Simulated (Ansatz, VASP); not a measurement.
**Two plane-wave programs on MgO**

```xyz
4
Lattice="3.4157 0.0000 0.0000 -1.7079 2.9581 0.0000 0.0000 0.0000 4.0698" Properties=species:S:1:pos:R:3 pbc="T T T"
Mg    1.7079    0.9860    3.0523
Mg    0.0000    1.9721    1.0174
O     1.7079    0.9860    1.0174
O     0.0000    1.9721    3.0523
```

Alike in both runs: task single point; functional PBE; k mesh 9 × 9 × 6; occupations gaussian, width 0.05 eV; no spin polarisation.

|  | VASP | Ansatz |
| --- | --- | --- |
| version | VASP 6.6.1 | Ansatz 0.2.0 |
| potentials or method | VASP PAW PBE potentials, release 64 (Mg, O), cutoff 520 eV | scalar-relativistic, plane waves, PAW |
| valence electrons in the cell | 16 | 32 |

Ansatz gave:

```
gap on the k mesh at the Fermi level (eV)                     : 3.81
least direct gap on the mesh (eV)                             : 3.81
pressure (GPa)                                                : 15.6
traceless stress, the component that is largest in VASP (GPa) : 2.42
```

**Question.** Which values does VASP return?

**Answer.** gap on the k mesh at the Fermi level (eV): 3.79; least direct gap on the mesh (eV): 3.79; pressure (GPa): 15.1; traceless stress, the component that is largest in VASP (GPa): 2.29.

VASP's potentials hold 16 valence electrons a cell and Ansatz's 32, so a difference there can come from the potentials and not from the codes.
